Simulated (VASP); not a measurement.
HgPd, 2 atoms in the cell. Symmetry: P4/mmm, No. 123, tetragonal system. Conventional cell: a = 3.030 Å, b = 3.030 Å, c = 3.692 Å, α = 90.00°, β = 90.00°, γ = 90.00°. Within 3.7 Å of Hg (site symmetry 4/mmm) lie 8 Pd at 2.83 Å and 6 Hg at 3.03 to 3.69 Å. Pd (site symmetry 4/mmm) has 8 Hg at 2.83 Å and 6 Pd at 3.03 to 3.69 Å within 3.7 Å. 

- Program: VASP 6.6.1
- Task: single point
- Functional: r2SCAN
- Potentials or basis: VASP PAW PBE potentials, release 64 (Hg, Pd)
- Cutoff: 520 eV
- k mesh: 14 × 14 × 12
- Occupations: gaussian, width 0.1 eV
- Spin: no spin polarisation
- Dipole correction: no
- Further INCAR settings: ALGO = Normal; EDIFF = 1e-06; NBANDS = 18

Potentials or basis: VASP PAW PBE potentials, release 64 (Hg, Pd).

Command:

```bash
$ cat potpaw_PBE.64/Hg/POTCAR potpaw_PBE.64/Pd/POTCAR > POTCAR
$ cp INCAR.step1 INCAR
$ mpirun -np 1 vasp_std > vasp.out
$ cp INCAR.step2 INCAR
$ mpirun -np 1 vasp_std > vasp.out
```

Hardware: 1 thread of Intel(R) Xeon(R) 6975P-C (Granite Rapids) (shared host).

Estimate the wall time of this run.

Wall time 110 s on 1 thread of Intel(R) Xeon(R) 6975P-C (Granite Rapids), with other jobs on the host, peak memory 0.28 GiB. Counts: k points 252.
